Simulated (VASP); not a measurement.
Wanted: the native input for a VASP 6.6.1 run.

- Task: single point
- Functional: PBE
- Potentials or basis: VASP PAW PBE potentials, release 64 (Mg, O)
- Cutoff: 520 eV
- k mesh: 11 × 11 × 11
- Occupations: fermi-dirac, width 0.01 eV
- Spin: no spin polarisation
- Dipole correction: no
- Further INCAR settings: ALGO = Normal; EDIFF = 1e-07; NBANDS = 11

The structure of MgO lies in POSCAR:

```
MgO
1.0
    0.0000000000      2.1038258084      2.1992045000
    2.1038258084      0.0000000000      2.1992045000
    2.1038258084      2.1038258084      0.0000000000
Mg O
1 1
Direct
    0.0000000000      0.0000000000      0.0000000000
    0.5000000000      0.5000000000      0.5000000000
```

This cell differs from its parent crystal: z stretched by +3 % at fixed volume.

One way to write it, as run:

INCAR

```
SYSTEM = MgO
PREC = Accurate
ENCUT = 520
EDIFF = 1E-7
ISMEAR = -1
SIGMA = 0.01
LREAL = .False.
LASPH = .True.
NELM = 60
ALGO = Normal
ISIF = 2
LWAVE = .False.
LCHARG = .False.
GGA = PE
NBANDS = 11
```

KPOINTS

```
Automatic mesh
0
Gamma
  11 11 11
  0 0 0
```

Potentials or basis: VASP PAW PBE potentials, release 64 (Mg, O).

Run with:

```bash
$ cat potpaw_PBE.64/Mg/POTCAR potpaw_PBE.64/O/POTCAR > POTCAR
$ mpirun -np 1 vasp_std > vasp.out
```

It gave:

```yaml
Pressure: -1.9 GPa
Band_gap_on_the_k_mesh: 4.27 eV, direct
```

Wall time 12 s on 1 thread of Intel(R) Xeon(R) Platinum 8488C (Sapphire Rapids), with other jobs on the host, peak memory 0.16 GiB.
